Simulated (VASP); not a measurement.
A run of VASP 6.6.1 is set up as follows.

INCAR

```
PREC = Accurate
ENCUT = 520
EDIFF = 1E-6
ISMEAR = -1
SIGMA = 0.01
LREAL = F
LASPH = T
NELM = 100
ALGO = Normal
ISIF = 2
LWAVE = F
LCHARG = T
GGA = PS
LELF = T
LVHAR = T
NBANDS = 16
```

KPOINTS

```
regular mesh
0
Gamma
  8 8 8
```

POSCAR

```
ZnS
1.0
    0.0000000000      2.6235105000      2.7046500000
    2.6235105000      0.0000000000      2.7046500000
    2.6235105000      2.6235105000      0.0000000000
Zn S
1 1
Direct
    0.0000000000      0.0000000000      0.0000000000
    0.7500000000      0.7500000000      0.7500000000
```

Potentials or basis: VASP PAW PBE potentials, release 64 (Zn, S).

Command:

```console
$ cat potpaw_PBE.64/Zn/POTCAR potpaw_PBE.64/S/POTCAR > POTCAR
$ mpirun -np 1 vasp_std > vasp.out
```

(1) What does it give for the band gap on the k mesh?

(2) What does it give for the pressure?

Answers

(1) 2.19 eV, direct.

(2) 2.8 GPa.

Caveat: the cell differs from its parent crystal (equal xx and yy strain of -3 %); the PAW data sets were made with another functional, which shifts forces and pressure a little.
